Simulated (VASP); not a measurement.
# BeS (F-43m) in VASP: notebook

The runs below take BeS through single point, with PBE, LDA.

All numbers are computed with VASP 6.6.1; they aren't measurements. Logs are shortened: lines on timing, memory, paths and dates and some standing lists are left out, and cuts for length are marked.

### Step 1. The cell of the first run

The structure is cubic, space group F-43m (No. 216). Conventional cell: a = 4.869 Å, b = 4.869 Å, c = 4.869 Å, α = 90.00°, β = 90.00°, γ = 90.00°. Be (site symmetry -43m) has 4 S at 2.11 Å within 2.8 Å. Within 2.8 Å of S (site symmetry -43m) lie 4 Be at 2.11 Å.

### Step 2. Single point, PBE

INCAR

```
PREC = Accurate
ENCUT = 520
EDIFF = 1E-6
ISMEAR = 0
SIGMA = 0.01
LREAL = False
LASPH = True
NELM = 100
ALGO = Normal
ISIF = 2
LWAVE = False
LCHARG = True
GGA = PE
LELF = True
LVHAR = True
NBANDS = 11
```

KPOINTS

```
Automatic mesh
0
Gamma
  6 6 6
```

POSCAR

```
BeS
1.0
    0.0000000000      2.4343062304      2.4343062304
    2.4343062304      0.0000000000      2.4343062304
    2.4343062304      2.4343062304      0.0000000000
Be S
1 1
Direct
    0.0000000000      0.0000000000      0.0000000000
    0.2500000000      0.2500000000      0.2500000000
```

Potentials or basis: VASP PAW PBE potentials, release 64 (Be, S).

Started as:

```sh
$ cat potpaw_PBE.64/Be/POTCAR potpaw_PBE.64/S/POTCAR > POTCAR
$ mpirun -np 1 vasp_std > vasp.out
```

OUTCAR:

```text
PREC = Accurate
   ENCUT = 520
   EDIFF = 1E-6
   ISMEAR = 0
   LREAL = False
   LASPH = True
   NELM = 100
   ISIF = 2
   GGA = PE

 ion  position               nearest neighbor table
   1  0.000  0.000  0.000-   2 2.11   2 2.11   2 2.11   2 2.11
   2  0.250  0.250  0.250-   1 2.11   1 2.11   1 2.11   1 2.11

  LATTYP: Found a face centered cubic cell.
 ALAT       =     4.8686124608

  Lattice vectors:

 A1 = (   0.0000000000,   2.4343062304,   2.4343062304)
 A2 = (   2.4343062304,   0.0000000000,   2.4343062304)
 A3 = (   2.4343062304,   2.4343062304,   0.0000000000)

Analysis of symmetry for initial positions (statically):
=====================================================================
 Subroutine PRICEL returns:
 Original cell was already a primitive cell.

 Routine SETGRP: Setting up the symmetry group for a
 face centered cubic supercell.

 Subroutine GETGRP returns: Found 24 space group operations
 (whereof 24 operations were pure point group operations)
 out of a pool of 48 trial point group operations.

The static configuration has the point symmetry T_d .

Analysis of symmetry for dynamics (positions and initial velocities):
=====================================================================
 Subroutine PRICEL returns:
 Original cell was already a primitive cell.

 Routine SETGRP: Setting up the symmetry group for a
 face centered cubic supercell.

 Subroutine GETGRP returns: Found 24 space group operations
 (whereof 24 operations were pure point group operations)
 out of a pool of 48 trial point group operations.

The dynamic configuration has the point symmetry T_d .

 Subroutine INISYM returns: Found 24 space group operations
 (whereof 24 operations are pure point group operations),
 and found     1 'primitive' translations

----------------------------------------------------------------------------------------

                                     Primitive cell

  volume of cell :      28.8507

  direct lattice vectors                    reciprocal lattice vectors
     0.000000000  2.434306230  2.434306230    -0.205397330  0.205397330  0.205397330
     2.434306230  0.000000000  2.434306230     0.205397330 -0.205397330  0.205397330
     2.434306230  2.434306230  0.000000000     0.205397330  0.205397330 -0.205397330

  length of vectors
     3.442628886  3.442628886  3.442628886     0.355758611  0.355758611  0.355758611

  position of ions in fractional coordinates (direct lattice)
     0.000000000  0.000000000  0.000000000
     0.250000000  0.250000000  0.250000000

  ion indices of the primitive-cell ions
   primitive index   ion index
                 1           1
                 2           2

----------------------------------------------------------------------------------------

 KPOINTS: Automatic mesh

Automatic generation of k-mesh.
 Grid dimensions read from file:
 generate k-points for:    6    6    6

 Generating k-lattice:

  Cartesian coordinates                     Fractional coordinates (reciprocal lattice)
    -0.034232888  0.034232888  0.034232888     0.166666667  0.000000000  0.000000000
     0.034232888 -0.034232888  0.034232888     0.000000000  0.166666667  0.000000000
     0.034232888  0.034232888 -0.034232888     0.000000000  0.000000000  0.166666667

  Length of vectors
     0.059293102  0.059293102  0.059293102

  Shift w.r.t. Gamma in fractional coordinates (k-lattice)
     0.000000000  0.000000000  0.000000000

 Subroutine IBZKPT returns following result:
 ===========================================

 Found     16 irreducible k-points:

 Following reciprocal coordinates:
            Coordinates               Weight
  0.000000  0.000000  0.000000      1.000000
  0.166667  0.000000  0.000000      8.000000
  0.333333  0.000000  0.000000      8.000000
  0.500000  0.000000  0.000000      4.000000
  0.166667  0.166667  0.000000      6.000000
  0.333333  0.166667  0.000000     24.000000
[... 8 lines left out ...]
 -0.333333  0.333333  0.166667     24.000000
 -0.333333  0.500000  0.166667     12.000000
   k-points           NKPTS =     16   k-points in BZ     NKDIM =     16   number of bands    NBANDS=     11
   number of dos      NEDOS =    301   number of ions     NIONS =      2
   total plane-waves  NPLWV =  21952
   dimension x,y,z NGX =    28 NGY =   28 NGZ =   28
   dimension x,y,z NGXF=    56 NGYF=   56 NGZF=   56
   ions per type =               1   1
   NGX,Y,Z   is equivalent  to a cutoff of  13.52, 13.52, 13.52 a.u.
   NGXF,Y,Z  is equivalent  to a cutoff of  27.04, 27.04, 27.04 a.u.
 SYSTEM =  unknown system
   PREC   = accura    normal or accurate (medium, high low for compatibility)
   ISTART =      0    job   : 0-new  1-cont  2-samecut
   ICHARG =      2    charge: 1-file 2-atom 10-const
   ISPIN  =      1    spin polarized calculation?
   LNONCOLLINEAR =      F non collinear calculations
   LSORBIT =      F    spin-orbit coupling
   LASPH  =      T    aspherical Exc in radial PAW
   ENCUT  =  520.0 eV  38.22 Ry    6.18 a.u.   6.40  6.40  6.40*2*pi/ulx,y,z
   NELM   =    100;   NELMIN=  2; NELMDL= -5     # of ELM steps
   EDIFF  = 0.1E-05   stopping-criterion for ELM
   LREAL  =      F    real-space projection
   EDIFFG = 0.1E-04   stopping-criterion for IOM
   NSW    =      0    number of steps for IOM
   IBRION =     -1    ionic relax: 0-MD 1-quasi-New 2-CG
   NFREE  =      0    steps in history (QN), initial steepest desc. (CG)
   ISIF   =      2    stress and relaxation
   ISYM   =      2    0-nonsym 1-usesym 2-fastsym
   POTIM  = 0.5000    time-step for ionic-motion
   TEBEG  =    0.0;   TEEND  =   0.0 temperature during run
   PSTRESS=    0.0 pullay stress
   NELECT =       8.0000    total number of electrons
   NUPDOWN=      -1.0000    fix difference up-down
   EMIN   =  10.00;   EMAX   =-10.00  energy-range for DOS
   EFERMI =   0.00;   METHOD = LEGACY
   ISMEAR =     0;   SIGMA  =   0.01  broadening in eV -4-tet -1-fermi 0-gaus
   EFERMI_NEDOS =   21; number of points for ismear=-14 and -15
   IALGO  =     38    algorithm
   IMIX   =      4    mixing-type and parameters
     AMIX     =   0.40;   BMIX     =  1.00
     AMIX_MAG =   1.60;   BMIX_MAG =  1.00
  volume/ion in A,a.u.               =      14.43        97.35
  Fermi-wavevector in a.u.,A,eV,Ry     =   1.067545  2.017368 15.505918  1.139653
  Thomas-Fermi vector in A             =   2.203165
   LORBIT       =      0    0 simple, 1 ext, 2 COOP (PROOUT), +10 PAW based schemes
   GGA     = PE    functional components
   LHFCALC =     F    Hartree Fock is set to
   AEXX    =    0.0000 exact exchange contribution
   IVDW    =     0    specifies the selected vdW correction
   LEPSILON=     F    determine dielectric tensor
   LRPA    =     F    only Hartree local field effects (RPA)
 non-spin polarized calculation
 Gauss-broadening in eV      SIGMA  =   0.01
  energy-cutoff  :      520.00
  volume of cell :       28.85
 maximum number of plane-waves:       791
 NGX is ok and might be reduce to    28
   NGX = 13   NGY = 13   NGZ = 13

 number of electron       7.9999999 magnetization

 Free energy of the ion-electron system (eV)
  ---------------------------------------------------
  ext. energy  EPLUGINS =         0.00000000
  ---------------------------------------------------
  free energy    TOTEN  =       -10.01050925 eV

  energy without entropy =      -10.01050925  energy(sigma->0) =      -10.01050925

 E-fermi :   4.1972     XC(G=0):  -9.6825

 val. band max:        4.0584651323   @ k =   0.0000   0.0000   0.0000
 cond. band min:       7.1936970682   @ k =   0.5000   0.5000   0.0000
 fundamental gap:      3.1352319359
 Fermi energy:         4.1972227671

 k-point     1 :       0.0000    0.0000    0.0000
  band No.  band energies     occupation
      1      -9.5577      2.00000
      2       4.0585      2.00000
      3       4.0585      2.00000
      4       4.0585      2.00000
      5       9.7316      0.00000
      6       9.7316      0.00000
      7       9.7316      0.00000
      8       9.8470      0.00000
      9      16.8488      0.00000
     10      16.8488      0.00000
     11      18.8406      0.00000

 k-point     2 :       0.1667    0.0000    0.0000
  band No.  band energies     occupation
      1      -9.2519      2.00000
      2       2.1898      2.00000
      3       3.7380      2.00000
      4       3.7380      2.00000
      5       9.6196      0.00000
      6      10.2893      0.00000
      7      10.2893      0.00000
      8      11.8433      0.00000
      9      15.9378      0.00000
     10      15.9378      0.00000
     11      18.5655      0.00000

 k-point     3 :       0.3333    0.0000    0.0000
  band No.  band energies     occupation
      1      -8.4908      2.00000
      2      -0.4477      2.00000
      3       3.2420      2.00000
      4       3.2420      2.00000
      5       9.5384      0.00000
      6      10.7152      0.00000
      7      10.7152      0.00000
      8      14.3814      0.00000
      9      16.6625      0.00000
     10      16.6625      0.00000
     11      18.2375      0.00000

 k-point     4 :       0.5000    0.0000    0.0000
  band No.  band energies     occupation
      1      -7.9783      2.00000
      2      -1.6560      2.00000
      3       3.0397      2.00000
      4       3.0397      2.00000
      5       9.4950      0.00000
      6      10.6223      0.00000
      7      10.6223      0.00000
      8      15.2113      0.00000
      9      18.9445      0.00000
     10      18.9445      0.00000
     11      19.1463      0.00000
[... 127 lines left out ...]
 k-point    14 :       0.5000    0.3333    0.1667
  band No.  band energies     occupation
      1      -7.9303      2.00000
      2      -0.2766      2.00000
      3       1.1097      2.00000
      4       2.1779      2.00000
      5       9.8155      0.00000
      6      11.0941      0.00000
      7      11.8267      0.00000
      8      14.3022      0.00000
      9      16.6242      0.00000
     10      18.5952      0.00000
     11      20.6423      0.00000

 k-point    15 :      -0.3333    0.3333    0.1667
  band No.  band energies     occupation
      1      -7.5578      2.00000
      2      -0.7439      2.00000
      3       0.6606      2.00000
      4       1.7099      2.00000
      5      10.2389      0.00000
      6      11.0673      0.00000
      7      13.4641      0.00000
      8      14.2953      0.00000
      9      15.2371      0.00000
     10      19.4542      0.00000
     11      20.3219      0.00000

 k-point    16 :      -0.3333    0.5000    0.1667
  band No.  band energies     occupation
      1      -7.4070      2.00000
      2      -0.4882      2.00000
      3       0.6892      2.00000
      4       0.9177      2.00000
      5       9.2086      0.00000
      6      10.7242      0.00000
      7      14.0282      0.00000
      8      14.4901      0.00000
      9      18.4251      0.00000
     10      18.4692      0.00000
     11      20.9761      0.00000

------------------------ aborting loop because EDIFF is reached ----------------------------------------

  FORCE on cell =-STRESS in cart. coord.  units (eV):
  Direction    XX          YY          ZZ          XY          YZ          ZX
  --------------------------------------------------------------------------------------
  -------------------------------------------------------------------------------------
  Total        0.0875227      0.0875227      0.0875227     -0.0000000      0.0000000      0.0000000
  in kB        4.8604420      4.8604420      4.8604420     -0.0000000      0.0000000      0.0000000
  external PRESSURE =       4.8604420 kB  Pullay stress =       0.0000000 kB

 VOLUME and BASIS-vectors are now :
 -----------------------------------------------------------------------------
  energy-cutoff  :      520.00
  volume of cell :       28.85
      direct lattice vectors                 reciprocal lattice vectors
     0.000000000  2.434306230  2.434306230    -0.205397330  0.205397330  0.205397330
     2.434306230  0.000000000  2.434306230     0.205397330 -0.205397330  0.205397330
     2.434306230  2.434306230  0.000000000     0.205397330  0.205397330 -0.205397330

 POSITION                                       TOTAL-FORCE (eV/Angst)
 -----------------------------------------------------------------------------------
      0.00000      0.00000      0.00000         0.000000      0.000000      0.000000
      1.21715      1.21715      1.21715        -0.000000     -0.000000     -0.000000
 -----------------------------------------------------------------------------------
    total drift:                                0.000000      0.000000      0.000000

  FREE ENERGIE OF THE ION-ELECTRON SYSTEM (eV)
  ---------------------------------------------------
  free  energy   TOTEN  =       -10.0105092477 eV

  energy  without entropy=      -10.0105092477  energy(sigma->0) =      -10.01050925
```

Wall time 5.1 s (1 thread of AMD EPYC 7R13 (Zen 3), shared host); peak memory 0.12 GiB.

Results:

```yaml
Free_energy: -10.0105 eV
Pressure: 0.5 GPa
Band_gap_on_the_k_mesh: 3.14 eV, indirect (least direct gap 5.67 eV)
```

A k mesh can miss the band edges. PBE gaps usually lie below the measured ones, often by a third to a half.

### Step 3. Single point, LDA

INCAR

```
PREC = Accurate ; ENCUT = 520
EDIFF = 1E-6 ; ISMEAR = 0
SIGMA = 0.01 ; LREAL = False
LASPH = True ; NELM = 100
ALGO = Normal ; ISIF = 2
LWAVE = False ; LCHARG = True
GGA = CA ; LELF = True
LVHAR = True ; NBANDS = 11
```

KPOINTS

```
regular mesh
0
Gamma
  6 6 6
```

POSCAR is that of step 2.

Potentials or basis: VASP PAW LDA potentials, release 64 (Be, S).

Started as:

```sh
$ cat potpaw_LDA.64/Be/POTCAR potpaw_LDA.64/S/POTCAR > POTCAR
$ mpirun -np 1 vasp_std > vasp.out
```

OUTCAR:

```text
PREC = Accurate
   ENCUT = 520
   EDIFF = 1E-6
   ISMEAR = 0
   LREAL = False
   LASPH = True
   NELM = 100
   ISIF = 2
   GGA = CA

 ion  position               nearest neighbor table
   1  0.000  0.000  0.000-   2 2.11   2 2.11   2 2.11   2 2.11
   2  0.250  0.250  0.250-   1 2.11   1 2.11   1 2.11   1 2.11

  LATTYP: Found a face centered cubic cell.
 ALAT       =     4.8686124608

  Lattice vectors:

 A1 = (   0.0000000000,   2.4343062304,   2.4343062304)
 A2 = (   2.4343062304,   0.0000000000,   2.4343062304)
 A3 = (   2.4343062304,   2.4343062304,   0.0000000000)

Analysis of symmetry for initial positions (statically):
=====================================================================
 Subroutine PRICEL returns:
 Original cell was already a primitive cell.

 Routine SETGRP: Setting up the symmetry group for a
 face centered cubic supercell.

 Subroutine GETGRP returns: Found 24 space group operations
 (whereof 24 operations were pure point group operations)
 out of a pool of 48 trial point group operations.

The static configuration has the point symmetry T_d .

[... 161 lines left out ...]
      1      -9.6670      2.00000
      2       3.9126      2.00000
      3       3.9126      2.00000
      4       3.9126      2.00000
      5       9.4588      0.00000
      6       9.4588      0.00000
      7       9.4588      0.00000
      8       9.4909      0.00000
      9      16.7006      0.00000
     10      16.7006      0.00000
     11      18.4222      0.00000
[... 197 lines left out ...]
 k-point    16 :      -0.3333    0.5000    0.1667
  band No.  band energies     occupation
      1      -7.4896      2.00000
      2      -0.6517      2.00000
      3       0.5024      2.00000
      4       0.7124      2.00000
      5       8.8842      0.00000
      6      10.4547      0.00000
      7      13.7112      0.00000
      8      14.2396      0.00000
      9      18.0311      0.00000
     10      18.2215      0.00000
     11      20.7368      0.00000

------------------------ aborting loop because EDIFF is reached ----------------------------------------

  FORCE on cell =-STRESS in cart. coord.  units (eV):
  Direction    XX          YY          ZZ          XY          YZ          ZX
  --------------------------------------------------------------------------------------
  -------------------------------------------------------------------------------------
  Total       -0.7454766     -0.7454766     -0.7454766      0.0000000      0.0000000      0.0000000
  in kB      -41.3989167    -41.3989167    -41.3989167      0.0000000      0.0000000      0.0000000
  external PRESSURE =     -41.3989167 kB  Pullay stress =       0.0000000 kB

 VOLUME and BASIS-vectors are now :
 -----------------------------------------------------------------------------
  energy-cutoff  :      520.00
  volume of cell :       28.85
      direct lattice vectors                 reciprocal lattice vectors
     0.000000000  2.434306230  2.434306230    -0.205397330  0.205397330  0.205397330
     2.434306230  0.000000000  2.434306230     0.205397330 -0.205397330  0.205397330
     2.434306230  2.434306230  0.000000000     0.205397330  0.205397330 -0.205397330

 POSITION                                       TOTAL-FORCE (eV/Angst)
 -----------------------------------------------------------------------------------
      0.00000      0.00000      0.00000        -0.000000     -0.000000      0.000000
      1.21715      1.21715      1.21715         0.000000      0.000000     -0.000000
 -----------------------------------------------------------------------------------
    total drift:                               -0.000000     -0.000000      0.000000

  FREE ENERGIE OF THE ION-ELECTRON SYSTEM (eV)
  ---------------------------------------------------
  free  energy   TOTEN  =       -11.1228602725 eV

  energy  without entropy=      -11.1228602725  energy(sigma->0) =      -11.12286027
```

OSZICAR:

```text
N       E                     dE             d eps       ncg     rms          rms(c)
DAV:   1     0.186081069419E+02    0.18608E+02   -0.38006E+03   352   0.628E+02
DAV:   2    -0.102030927933E+02   -0.28811E+02   -0.27747E+02   448   0.108E+02
DAV:   3    -0.113504025238E+02   -0.11473E+01   -0.11446E+01   436   0.219E+01
DAV:   4    -0.113569993305E+02   -0.65968E-02   -0.65960E-02   441   0.194E+00
DAV:   5    -0.113570517292E+02   -0.52399E-04   -0.52399E-04   440   0.167E-01    0.562E+00
DAV:   6    -0.111873677509E+02    0.16968E+00   -0.13291E-01   402   0.164E+00    0.372E+00
DAV:   7    -0.111232154427E+02    0.64152E-01   -0.13369E-01   411   0.171E+00    0.828E-01
DAV:   8    -0.111229004201E+02    0.31502E-03   -0.63345E-03   421   0.426E-01    0.159E-01
DAV:   9    -0.111228591964E+02    0.41224E-04   -0.29137E-04   418   0.107E-01    0.532E-02
DAV:  10    -0.111228593576E+02   -0.16116E-06   -0.27677E-05   435   0.241E-02    0.144E-02
DAV:  11    -0.111228602725E+02   -0.91487E-06   -0.39237E-06   409   0.107E-02
   1 F= -.11122860E+02 E0= -.11122860E+02  d E =-.523155E-84
```

It took 4.2 s on 1 thread of AMD EPYC 7R13 (Zen 3), shared host; peak memory 0.1 GiB.

What came out:

```yaml
Free_energy: -11.1229 eV
Pressure: -4.1 GPa
Band_gap_on_the_k_mesh: 2.93 eV, indirect (least direct gap 5.55 eV)
```
